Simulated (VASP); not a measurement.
**AlSi16 (a cell with a defect): single point with PBE+D3(BJ)**

The system is AlSi16 (a cell with a defect).

```
Si Al
1.0
     0.00000    5.43000    5.43000
     5.43000    0.00000    5.43000
     5.43000    5.43000    0.00000
Si Al
16 1
Cartesian
  -0.0531 0.0519 0.0639
  1.3876 1.3476 1.3593
  2.7883 2.6406 -0.0121
  4.0846 4.0390 1.3581
  2.7858 -0.0243 2.6557
  4.0834 1.3476 4.0525
  5.4533 2.6371 2.6496
  6.9111 3.9439 3.9581
  0.0686 2.7198 2.7327
  1.2883 4.1359 4.1493
  2.7073 5.3547 2.7326
  4.2056 6.6617 4.1362
  2.7067 2.7204 5.3690
  4.1999 4.1200 6.6765
  5.5849 5.2558 5.2744
  6.7259 6.6516 6.6606
  8.3299 7.9351 7.9553
```

```yaml
Program: VASP 6.6.1
Task: single point
Functional: PBE
Dispersion: D3(BJ)
Potentials_or_basis: VASP PAW PBE potentials, release 64 (Si, Al)
Cutoff: 520 eV
k_mesh: 2 × 2 × 2
Occupations: gaussian, width 0.05 eV
Spin: collinear spin, zero start
Starting_moments: "[0.0, 0.0, 0.0, 0.0, 0.0, 0.0, 0.0, 0.0, 0.0, 0.0, 0.0, 0.0, 0.0, 0.0, 0.0, 0.0, 0.0] μB"
Dipole_correction: no
Further_INCAR_settings: LREAL = Auto; ALGO = Normal; EDIFF = 1e-06; NBANDS = 52
```

- Pressure: 2.3 GPa
- Largest force: 0.276 eV/Å
- Net moment: 0.00 μB per cell
- Valence electrons inside the program's atomic spheres: Si 1.70, 1.68, 1.71, 1.67, 1.69, 1.75 (each value once); Al 0.85
- Dispersion energy per atom: -0.330 eV

Forces on the atoms (eV/Å):
```
Si   0.079 -0.074 -0.077
Si   0.001 -0.037 -0.034
Si  -0.009  0.006 -0.015
Si   0.031  0.003 -0.039
Si  -0.008 -0.017  0.004
Si   0.031 -0.042  0.000
Si   0.020  0.011  0.013
Si  -0.075  0.063  0.066
Si  -0.013 -0.037 -0.037
Si   0.072 -0.069 -0.071
Si   0.036  0.028 -0.040
Si  -0.034 -0.005 -0.044
Si   0.036 -0.041  0.024
Si  -0.028 -0.038  0.001
Si  -0.062  0.063  0.061
Si   0.056  0.010  0.022
Al  -0.134  0.175  0.166
```

Stress tensor (GPa, compression positive):
```
 2.37  0.03  0.00
 0.03  2.30 -0.08
 0.00 -0.08  2.33
```

Levels at points of the mesh, in eV from the Fermi level:
Spin up:
| k point | band 30 | band 31 | band 32 | band 33 | band 34 | band 35 | band 36 | band 37 |
| --- | --- | --- | --- | --- | --- | --- | --- | --- |
| (0.00, 0.00, 0.00) | -1.66 | -0.78 | -0.77 | -0.76 | -0.36 | -0.20 | -0.19 | -0.01 |
| (0.50, 0.00, 0.00) | -1.55 | -1.43 | -1.42 | -0.58 | 0.14 | 0.37 | 0.39 | 0.98 |
| (0.00, 0.50, 0.00) | -1.57 | -1.46 | -1.42 | -0.57 | 0.24 | 0.43 | 0.67 | 0.77 |
| (0.00, 0.00, 0.50) | -1.57 | -1.46 | -1.41 | -0.57 | 0.24 | 0.42 | 0.67 | 0.77 |
| (0.50, 0.50, 0.50) | -1.58 | -1.45 | -1.42 | -0.58 | 0.25 | 0.44 | 0.67 | 0.77 |
| (0.50, 0.50, 0.00) | -2.07 | -2.03 | -1.90 | -0.25 | 0.17 | 1.03 | 1.32 | 1.44 |
| (0.00, 0.50, 0.50) | -2.07 | -2.03 | -1.89 | -0.25 | 0.17 | 1.02 | 1.32 | 1.45 |
| (0.50, 0.00, 0.50) | -2.07 | -2.02 | -1.90 | -0.26 | 0.17 | 1.03 | 1.32 | 1.44 |
Spin down:
| k point | band 30 | band 31 | band 32 | band 33 | band 34 | band 35 | band 36 | band 37 |
| --- | --- | --- | --- | --- | --- | --- | --- | --- |
| (0.00, 0.00, 0.00) | -1.66 | -0.78 | -0.77 | -0.76 | -0.36 | -0.20 | -0.19 | -0.01 |
| (0.50, 0.00, 0.00) | -1.55 | -1.43 | -1.42 | -0.58 | 0.14 | 0.37 | 0.39 | 0.98 |
| (0.00, 0.50, 0.00) | -1.57 | -1.46 | -1.42 | -0.57 | 0.24 | 0.43 | 0.67 | 0.77 |
| (0.00, 0.00, 0.50) | -1.57 | -1.46 | -1.41 | -0.57 | 0.24 | 0.42 | 0.67 | 0.77 |
| (0.50, 0.50, 0.50) | -1.58 | -1.45 | -1.42 | -0.58 | 0.25 | 0.44 | 0.67 | 0.77 |
| (0.50, 0.50, 0.00) | -2.07 | -2.03 | -1.90 | -0.25 | 0.17 | 1.03 | 1.32 | 1.44 |
| (0.00, 0.50, 0.50) | -2.07 | -2.03 | -1.89 | -0.25 | 0.17 | 1.02 | 1.32 | 1.45 |
| (0.50, 0.00, 0.50) | -2.07 | -2.02 | -1.90 | -0.26 | 0.17 | 1.03 | 1.32 | 1.44 |

Wall time 15 min on 1 thread of Intel Xeon 8259CL, on a shared host, peak memory 0.71 GiB.

Caveat: the k points lie up to 0.50 Å⁻¹ apart; no moment was typed at the start, so none could form.
